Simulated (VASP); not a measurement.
Set up this calculation in VASP 6.6.1, as the native input.

```
Task                   : single point
Functional             : PBE
Dispersion             : D3(BJ)
Potentials or basis    : VASP PAW PBE potentials, release 64 (Be, N_h)
Cutoff                 : 1000 eV
k mesh                 : 4 × 4 × 1
Occupations            : gaussian, width 0.15 eV
Spin                   : no spin polarisation
Dipole correction      : no
Further INCAR settings : LREAL = Auto; ALGO = Normal; EDIFF = 1e-06; NBANDS = 52; NELMDL = -8
```

The structure of Be27N2 lies in POSCAR:

```
Be27N2
1.0
    6.8700000000      0.0000000000      0.0000000000
    3.4350000000      5.9495950000      0.0000000000
    0.0000000000      0.0000000000     14.5884300000
Be N
27 2
Direct
    0.0000000000      0.0000000000      0.0685474722
    0.3333333333      0.0000000000      0.0685474722
    0.6666666667      0.0000000000      0.0685474722
    0.0000000280      0.3333332773      0.0685474722
    0.3333333613      0.3333332773      0.0685474722
    0.6666666947      0.3333332773      0.0685474722
   -0.0000000280      0.6666667227      0.0685474722
    0.3333333053      0.6666667227      0.0685474722
    0.6666666387      0.6666667227      0.0685474722
   -0.1110921424      0.2223304275      0.1933859230
    0.2221278172      0.2222215126      0.1933726933
    0.5556738754      0.2220109100      0.1934129307
   -0.1109753654      0.5554712548      0.1933162787
    0.2222290818      0.5557232047      0.1934862079
    0.5553208144      0.5556282402      0.1934054590
   -0.1113129821      0.8888667212      0.1934043622
    0.2224233179      0.8886409915      0.1933638507
    0.5555960961      0.8890549693      0.1934157411
    0.0000372540     -0.0000954687      0.3180974923
    0.3333308432     -0.0000334477      0.3182421275
    0.6666806690     -0.0000015127      0.3184067785
    0.0000048663      0.3334359734      0.3179770544
    0.3333461290      0.3332643651      0.3183743556
    0.6666363707      0.3333100825      0.3182003135
   -0.0000891890      0.6666657142      0.3183552994
    0.3333280107      0.6667381561      0.3183786055
    0.6667181433      0.6666551253      0.3181642576
    0.8114183312      0.3234305865      0.5771334544
    0.9764288872      0.3128895328      0.5714699937
```

One way to write it, as run:

INCAR

```
PREC = Accurate
ENCUT = 1000
EDIFF = 1E-6
ISMEAR = 0
SIGMA = 0.15
LREAL = Auto
LASPH = T
NELM = 120
ALGO = Normal
ISIF = 2
LWAVE = F
LCHARG = F
GGA = PE
IVDW = 12
NBANDS = 52
GGA_COMPAT = F
NELMDL = -8
```

KPOINTS

```
regular mesh
0
Gamma
  4 4 1
```

Potentials or basis: VASP PAW PBE potentials, release 64 (Be, N_h).

Command:

```sh
$ cat potpaw_PBE.64/Be/POTCAR potpaw_PBE.64/N_h/POTCAR > POTCAR
$ mpirun -np 1 vasp_std > vasp.out
```

It gave:

```json
{"Largest force": "0.069 eV/Å", "Band gap on the k mesh": "zero (bands 32 and 33 overlap by 0.85 eV)", "Dispersion energy per atom": "-0.209 eV"}
```

Caveat: there is no dipole correction, which matters where the two faces differ.

Run time: 26 min on 1 thread of Intel(R) Xeon(R) 6975P-C (Granite Rapids) (shared host), peak memory 1.6 GiB.
